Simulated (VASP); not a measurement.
K2S, 3 atoms in the cell. The structure is cubic, space group Fm-3m (No. 225). The conventional cell has a = 7.665 Å, b = 7.665 Å, c = 7.665 Å, α = 90.00°, β = 90.00°, γ = 90.00°. K (site symmetry -43m) has 4 S at 3.32 Å and 6 K at 3.83 Å within 4.4 Å. Within 4.4 Å of S (site symmetry m-3m) lie 8 K at 3.32 Å. 

```yaml
Program: VASP 6.6.1
Task: single point
Functional: PBEsol
Potentials_or_basis: VASP PAW PBE potentials, release 64 (K_sv, S)
Cutoff: 500 eV
k_mesh: 6 × 6 × 6
Occupations: gaussian, width 0.01 eV
Spin: no spin polarisation
Dipole_correction: no
Further_INCAR_settings: ALGO = Normal; EDIFF = 1e-06; NBANDS = 19
```

Potentials or basis: VASP PAW PBE potentials, release 64 (K_sv, S).

Run with:

```bash
$ cat potpaw_PBE.64/K_sv/POTCAR potpaw_PBE.64/S/POTCAR > POTCAR
$ mpirun -np 1 vasp_std > vasp.out
```

Hardware: 1 thread of Intel Xeon 8259CL, on a shared host.

Q: Estimate the wall time of this run.

A: It took 77 s on 1 thread of Intel Xeon 8259CL, on a shared host, peak memory 0.24 GiB. Counts: scf iterations 16, k points 16.
